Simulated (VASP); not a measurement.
# AgBiAs2Cl6 (Fm-3m) in VASP: single point with PBE

Aim: the single point of AgBiAs2Cl6 with PBE.

All numbers are computed with VASP 6.6.1; they aren't measurements. Logs are shortened: lines on timing, memory, paths and dates and some standing lists are left out, and cuts for length are marked.

## (1) The cell of the first run

The structure is cubic, space group Fm-3m (No. 225). Conventional cell: a = 10.002 Å, b = 10.002 Å, c = 10.002 Å, α = 90.00°, β = 90.00°, γ = 90.00°. Within 3.3 Å of Bi (site symmetry m-3m) lie 6 Cl at 2.48 Å. Within 3.3 Å of Ag (site symmetry m-3m) lie 6 Cl at 2.52 Å. As (site symmetry -43m) has 12 Cl at 3.54 Å and 4 Ag at 4.33 Å and 4 Bi at 4.33 Å within 4.6 Å. Within 3.3 Å of Cl (site symmetry 4mm) lie 1 Bi at 2.48 Å and 1 Ag at 2.52 Å.

## (2) Single point, PBE

Contents of POSCAR:

```
AgBiAs2Cl6
1.0
    0.0000000000      5.0007750000      5.0007750000
    5.0007750000      0.0000000000      5.0007750000
    5.0007750000      5.0007750000      0.0000000000
Bi Ag As Cl
1 1 2 6
Direct
    0.0000000000      0.0000000000      0.0000000000
    0.5000000000      0.5000000000      0.5000000000
    0.7500000000      0.7500000000      0.7500000000
    0.2500000000      0.2500000000      0.2500000000
    0.7522000000      0.7522000000      0.2478000000
    0.2478000000      0.2478000000      0.7522000000
    0.2478000000      0.7522000000      0.7522000000
    0.7522000000      0.2478000000      0.2478000000
    0.7522000000      0.2478000000      0.7522000000
    0.2478000000      0.7522000000      0.2478000000
```

Contents of INCAR.step1:

```
SYSTEM = AgBiAs2Cl6
PREC = Accurate ; ENCUT = 400
EDIFF = 1E-6 ; ISMEAR = 0
SIGMA = 0.0605 ; LREAL = .False.
LASPH = .True. ; NELM = 120
ALGO = Normal ; ISIF = 2
LWAVE = .False. ; LCHARG = .True.
LMAXMIX = 4 ; GGA = PE
NBANDS = 50 ; GGA_COMPAT = .False.
NEDOS = 2001 ; LORBIT = 11
```

Contents of KPOINTS.step1:

```
Automatic mesh
0
Gamma
  6 6 6
  0 0 0
```

Contents of INCAR.step2:

```
SYSTEM = AgBiAs2Cl6
PREC = Accurate ; ENCUT = 400
EDIFF = 1E-6 ; ISMEAR = -5
SIGMA = 0.0605 ; LREAL = .False.
LASPH = .True. ; NELM = 120
ALGO = Normal ; ISIF = 2
LWAVE = .False. ; LCHARG = .False.
LMAXMIX = 4 ; GGA = PE
LORBIT = 11 ; NBANDS = 50
NEDOS = 1001 ; ICHARG = 11
GGA_COMPAT = .False.
```

Contents of KPOINTS.step2:

```
Automatic mesh
0
Gamma
  9 9 9
  0 0 0
```

Potentials or basis: VASP PAW PBE potentials, release 64 (Bi_d, Ag, As, Cl).

Run with:

```
> cat potpaw_PBE.64/Bi_d/POTCAR potpaw_PBE.64/Ag/POTCAR potpaw_PBE.64/As/POTCAR potpaw_PBE.64/Cl/POTCAR > POTCAR
> cp INCAR.step1 INCAR
> cp KPOINTS.step1 KPOINTS
> mpirun -np 1 vasp_std > vasp.out
> cp INCAR.step2 INCAR
> cp KPOINTS.step2 KPOINTS
> mpirun -np 1 vasp_std > vasp.out
```

OUTCAR:

```text
SYSTEM = AgBiAs2Cl6
   PREC = Accurate
   ENCUT = 400
   EDIFF = 1E-6
   ISMEAR = -5
   LREAL = .False.
   LASPH = .True.
   NELM = 120
   ISIF = 2
   GGA = PE
   LORBIT = 11
   ICHARG = 11

 ion  position               nearest neighbor table
   1  0.000  0.000  0.000-   5 2.48   6 2.48   7 2.48   8 2.48   9 2.48  10 2.48
   2  0.500  0.500  0.500-   5 2.52   6 2.52   7 2.52   8 2.52   9 2.52  10 2.52
   3  0.750  0.750  0.750-
   4  0.250  0.250  0.250-
   5  0.752  0.752  0.248-   1 2.48   2 2.52
   6  0.248  0.248  0.752-   1 2.48   2 2.52
   7  0.248  0.752  0.752-   1 2.48   2 2.52
   8  0.752  0.248  0.248-   1 2.48   2 2.52
   9  0.752  0.248  0.752-   1 2.48   2 2.52
  10  0.248  0.752  0.248-   1 2.48   2 2.52

  LATTYP: Found a face centered cubic cell.
 ALAT       =    10.0015500000

  Lattice vectors:

 A1 = (   0.0000000000,   5.0007750000,   5.0007750000)
 A2 = (   5.0007750000,   0.0000000000,   5.0007750000)
 A3 = (   5.0007750000,   5.0007750000,   0.0000000000)

Analysis of symmetry for initial positions (statically):
=====================================================================
 Subroutine PRICEL returns:
 Original cell was already a primitive cell.

 Routine SETGRP: Setting up the symmetry group for a
 face centered cubic supercell.

 Subroutine GETGRP returns: Found 48 space group operations
 (whereof 48 operations were pure point group operations)
 out of a pool of 48 trial point group operations.

The static configuration has the point symmetry O_h .

Analysis of symmetry for dynamics (positions and initial velocities):
=====================================================================
 Subroutine PRICEL returns:
 Original cell was already a primitive cell.

 Routine SETGRP: Setting up the symmetry group for a
 face centered cubic supercell.

 Subroutine GETGRP returns: Found 48 space group operations
 (whereof 48 operations were pure point group operations)
 out of a pool of 48 trial point group operations.

The dynamic configuration has the point symmetry O_h .

 Subroutine INISYM returns: Found 48 space group operations
 (whereof 48 operations are pure point group operations),
 and found     1 'primitive' translations

----------------------------------------------------------------------------------------

                                     Primitive cell

  volume of cell :     250.1163

  direct lattice vectors                    reciprocal lattice vectors
     0.000000000  5.000775000  5.000775000    -0.099984502  0.099984502  0.099984502
     5.000775000  0.000000000  5.000775000     0.099984502 -0.099984502  0.099984502
     5.000775000  5.000775000  0.000000000     0.099984502  0.099984502 -0.099984502

  length of vectors
     7.072163827  7.072163827  7.072163827     0.173178238  0.173178238  0.173178238

  position of ions in fractional coordinates (direct lattice)
     0.000000000  0.000000000  0.000000000
     0.500000000  0.500000000  0.500000000
     0.750000000  0.750000000  0.750000000
     0.250000000  0.250000000  0.250000000
     0.752200000  0.752200000  0.247800000
     0.247800000  0.247800000  0.752200000
     0.247800000  0.752200000  0.752200000
     0.752200000  0.247800000  0.247800000
     0.752200000  0.247800000  0.752200000
     0.247800000  0.752200000  0.247800000

  ion indices of the primitive-cell ions
   primitive index   ion index
                 1           1
                 2           2
                 3           3
                 4           4
                 5           5
                 6           6
                 7           7
                 8           8
                 9           9
                10          10

----------------------------------------------------------------------------------------

 KPOINTS: Automatic mesh

Automatic generation of k-mesh.
 Grid dimensions read from file:
 generate k-points for:    9    9    9

 Generating k-lattice:

  Cartesian coordinates                     Fractional coordinates (reciprocal lattice)
    -0.011109389  0.011109389  0.011109389     0.111111111  0.000000000  0.000000000
     0.011109389 -0.011109389  0.011109389     0.000000000  0.111111111  0.000000000
     0.011109389  0.011109389 -0.011109389     0.000000000  0.000000000  0.111111111

  Length of vectors
     0.019242026  0.019242026  0.019242026

  Shift w.r.t. Gamma in fractional coordinates (k-lattice)
     0.000000000  0.000000000  0.000000000

 TETIRR: Found    115 inequivalent tetrahedra from     4374

 Subroutine IBZKPT returns following result:
 ===========================================

 Found     35 irreducible k-points:

 Following reciprocal coordinates:
            Coordinates               Weight
  0.000000  0.000000  0.000000      1.000000
  0.111111  0.000000  0.000000      8.000000
  0.222222  0.000000  0.000000      8.000000
  0.333333  0.000000  0.000000      8.000000
  0.444444  0.000000  0.000000      8.000000
  0.111111  0.111111  0.000000      6.000000
[... 16 lines left out ...]
 -0.333333  0.333333  0.000000     12.000000
  0.444444  0.444444  0.000000      6.000000
 [... further k-points ...]
   k-points           NKPTS =     35   k-points in BZ     NKDIM =     35   number of bands    NBANDS=     50
   number of dos      NEDOS =   1001   number of ions     NIONS =     10
   total plane-waves  NPLWV = 110592
   dimension x,y,z NGX =    48 NGY =   48 NGZ =   48
   dimension x,y,z NGXF=    96 NGYF=   96 NGZF=   96
   ions per type =               1   1   2   6
   NGX,Y,Z   is equivalent  to a cutoff of  11.28, 11.28, 11.28 a.u.
   NGXF,Y,Z  is equivalent  to a cutoff of  22.57, 22.57, 22.57 a.u.
 SYSTEM =  AgBiAs2Cl6
   PREC   = accura    normal or accurate (medium, high low for compatibility)
   ISTART =      0    job   : 0-new  1-cont  2-samecut
   ICHARG =     11    charge: 1-file 2-atom 10-const
   ISPIN  =      1    spin polarized calculation?
   LNONCOLLINEAR =      F non collinear calculations
   LSORBIT =      F    spin-orbit coupling
   LASPH  =      T    aspherical Exc in radial PAW
   ENCUT  =  400.0 eV  29.40 Ry    5.42 a.u.  11.53 11.53 11.53*2*pi/ulx,y,z
   NELM   =    120;   NELMIN=  2; NELMDL=  0     # of ELM steps
   EDIFF  = 0.1E-05   stopping-criterion for ELM
   LREAL  =      F    real-space projection
   EDIFFG = 0.1E-04   stopping-criterion for IOM
   NSW    =      0    number of steps for IOM
   IBRION =     -1    ionic relax: 0-MD 1-quasi-New 2-CG
   NFREE  =      0    steps in history (QN), initial steepest desc. (CG)
   ISIF   =      2    stress and relaxation
   ISYM   =      2    0-nonsym 1-usesym 2-fastsym
   POTIM  = 0.5000    time-step for ionic-motion
   TEBEG  =    0.0;   TEEND  =   0.0 temperature during run
   PSTRESS=    0.0 pullay stress
   NELECT =      78.0000    total number of electrons
   NUPDOWN=      -1.0000    fix difference up-down
   EMIN   =  10.00;   EMAX   =-10.00  energy-range for DOS
   EFERMI =   0.00;   METHOD = LEGACY
   ISMEAR =    -5;   SIGMA  =   0.06  broadening in eV -4-tet -1-fermi 0-gaus
   EFERMI_NEDOS =   21; number of points for ismear=-14 and -15
   IALGO  =     38    algorithm
   IMIX   =      4    mixing-type and parameters
     AMIX     =   0.40;   BMIX     =  1.00
     AMIX_MAG =   1.60;   BMIX_MAG =  1.00
  volume/ion in A,a.u.               =      25.01       168.79
  Fermi-wavevector in a.u.,A,eV,Ry     =   1.110177  2.097931 16.769097  1.232494
  Thomas-Fermi vector in A             =   2.246726
   LORBIT       =     11    0 simple, 1 ext, 2 COOP (PROOUT), +10 PAW based schemes
   GGA     = PE    functional components
   LHFCALC =     F    Hartree Fock is set to
   AEXX    =    0.0000 exact exchange contribution
   IVDW    =     0    specifies the selected vdW correction
   LEPSILON=     F    determine dielectric tensor
   LRPA    =     F    only Hartree local field effects (RPA)
 non-spin polarized calculation
 Fermi weights with tetrahedron method with Bloechl corrections
  energy-cutoff  :      400.00
  volume of cell :      250.12
 maximum number of plane-waves:      4576
 NGX is ok and might be reduce to    48

 number of electron      77.9999996 magnetization

 Free energy of the ion-electron system (eV)
  ---------------------------------------------------
  ext. energy  EPLUGINS =         0.00000000
  ---------------------------------------------------
  free energy    TOTEN  =       -24.48877943 eV

  energy without entropy =      -24.48877943  energy(sigma->0) =      -24.48877943

 E-fermi :   3.4511     XC(G=0):  -9.0887

 val. band max:        3.4733145801   @ k =  -0.4444   0.4444   0.1111
 cond. band min:       3.4255259194   @ k =  -0.2222   0.3333   0.1111
 fundamental gap:     -0.0477886607
 Fermi energy:         3.4511263875

 k-point     1 :       0.0000    0.0000    0.0000
  band No.  band energies     occupation
      1     -20.0356      2.00000
      2     -20.0356      2.00000
      3     -19.8443      2.00000
      4     -19.8443      2.00000
      5     -19.8443      2.00000
      6     -13.4006      2.00000
[... 42 lines left out ...]
     49       9.3550      0.00000
     50      10.0383      0.00000

 k-point     2 :       0.1111    0.0000    0.0000
  band No.  band energies     occupation
      1     -20.0356      2.00000
      2     -20.0356      2.00000
      3     -19.8443      2.00000
      4     -19.8443      2.00000
      5     -19.8443      2.00000
      6     -13.3848      2.00000
[... 1158 lines left out ...]
 k-point    24 :       0.4444    0.4444    0.0000
  band No.  band energies     occupation
      1     -20.0360      2.00000
      2     -20.0356      2.00000
      3     -19.8443      2.00000
      4     -19.8442      2.00000
      5     -19.8442      2.00000
      6     -13.2239      2.00000
[... 42 lines left out ...]
     49      10.7942      0.00000
     50      10.8900      0.00000

 [... further k-points ...]
[... 5 lines left out ...]
  --------------------------------------------------------------------------------------
  -------------------------------------------------------------------------------------
  Total       12.9870246     12.9870246     12.9870246     -0.0000000      0.0000000     -0.0000000
  in kB       83.1913758     83.1913758     83.1913758     -0.0000000      0.0000000     -0.0000000
  external PRESSURE =      83.1913758 kB  Pullay stress =       0.0000000 kB

 VOLUME and BASIS-vectors are now :
 -----------------------------------------------------------------------------
  energy-cutoff  :      400.00
  volume of cell :      250.12
      direct lattice vectors                 reciprocal lattice vectors
     0.000000000  5.000775000  5.000775000    -0.099984502  0.099984502  0.099984502
     5.000775000  0.000000000  5.000775000     0.099984502 -0.099984502  0.099984502
     5.000775000  5.000775000  0.000000000     0.099984502  0.099984502 -0.099984502

 POSITION                                       TOTAL-FORCE (eV/Angst)
 -----------------------------------------------------------------------------------
      0.00000      0.00000      0.00000        -0.000000     -0.000000      0.000000
      5.00077      5.00077      5.00077        -0.000000     -0.000000      0.000000
      7.50116      7.50116      7.50116        -0.000000     -0.000000      0.000000
      2.50039      2.50039      2.50039        -0.000000     -0.000000      0.000000
      5.00077      5.00077      7.52317        -0.000000     -0.000000     -1.613379
      5.00077      5.00077      2.47838        -0.000000     -0.000000      1.613379
      7.52317      5.00077      5.00077        -1.613379     -0.000000      0.000000
      2.47838      5.00077      5.00077         1.613379     -0.000000      0.000000
      5.00077      7.52317      5.00077        -0.000000     -1.613379      0.000000
      5.00077      2.47838      5.00077        -0.000000      1.613379      0.000000
 -----------------------------------------------------------------------------------
    total drift:                               -0.000000     -0.000000     -0.000000

  FREE ENERGIE OF THE ION-ELECTRON SYSTEM (eV)
  ---------------------------------------------------
  free  energy   TOTEN  =       -24.4887794334 eV

  energy  without entropy=      -24.4887794334  energy(sigma->0) =      -24.48877943

 total charge

# of ion       s       p       d       tot
------------------------------------------
    1        1.639   1.074  10.094  12.807
    2        0.287   0.267   9.289   9.843
    3        1.357   1.087   0.005   2.448
    4        1.357   1.087   0.005   2.448
    5        1.616   3.495   0.000   5.111
    6        1.616   3.495   0.000   5.111
    7        1.616   3.495   0.000   5.111
    8        1.616   3.495   0.000   5.111
    9        1.616   3.495   0.000   5.111
   10        1.616   3.495   0.000   5.111
--------------------------------------------------
tot         14.336  24.482  19.393  58.211
```

Run time: 11 min. Hardware: 1 thread of Intel Xeon 8259CL, shared host; peak memory 0.49 GiB.

What came out:

```
Valence electrons inside the program's atomic spheres : Bi 12.81; Ag 9.84; As 2.45; Cl 5.11
```

Levels at points of the mesh, in eV from the Fermi level:
```
           k point  band 37  band 38  band 39  band 40  band 41  band 42
(0.00, 0.00, 0.00)    -1.07     0.46     0.46     0.46     0.57     0.57
```

Caveat: spin-orbit coupling is left out, which moves the levels of the heavy elements.
